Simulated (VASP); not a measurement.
**Cs2VO2: single point with r2SCAN**

The system is Cs2VO2.

```
Cs O V
1.0
     0.00000    4.13700    0.00000
     4.13700    0.00000    0.00000
     2.06850    2.06850   -7.71669
Cs O V
2 2 1
Direct
  0.33953 0.33953 0.32095
  0.66047 0.66047 0.67905
  0.11323 0.11323 0.77353
  0.88677 0.88677 0.22647
  0.00000 0.00000 0.00000
```

```json
{
  "Program": "VASP 6.6.1",
  "Task": "single point",
  "Functional": "r2SCAN",
  "Potentials or basis": "VASP PAW PBE potentials, release 64 (Cs_sv, O_h, V_sv)",
  "Cutoff": "910 eV",
  "k mesh": "7 × 7 × 7",
  "Occupations": "fermi-dirac, width 0.1153 eV",
  "Spin": "no spin polarisation"
}
```

| Item | Value |
| --- | --- |
| Pressure | 0.2 GPa |
| Largest force | 0.128 eV/Å |
| Band gap on the k mesh | zero (an odd number of electrons rules out a gap without spin polarisation) |

Forces in eV/Å, atoms in the order of the input:
```
Cs   0.000  0.000 -0.015
Cs   0.000  0.000  0.015
O    0.000  0.000  0.128
O    0.000  0.000 -0.128
V    0.000  0.000  0.000
```

Stress tensor (GPa, compression positive):
```
0.08 0.00 0.00
0.00 0.08 0.00
0.00 0.00 0.57
```

Levels at points of the mesh, in eV from the Fermi level:
```tsv
k point	band 20	band 21	band 22	band 23	band 24	band 25
(0.00, 0.00, 0.00)	-3.09	-1.65	-0.78	0.70	2.07	2.07
```

Wall time 22 min on 1 thread of Intel(R) Xeon(R) 6975P-C (Granite Rapids), with other jobs on the host, peak memory 0.66 GiB.

Caveat: the cutoff is under 1.25 times the usual one of these potentials, so pressure, stress and relaxed cells hold a basis-set (Pulay) error; the PAW data sets were made with another functional, which shifts forces and pressure a little; spin-orbit coupling is left out, which moves the levels of the heavy elements; an odd number of electrons without spin polarisation forces a metal; a magnetic or distorted state may lie lower; the run has no spin polarisation, though such a crystal can be magnetic. With open d or f shells a metallic result of r2SCAN can be an artefact of self-interaction; +U or a hybrid may open a gap.
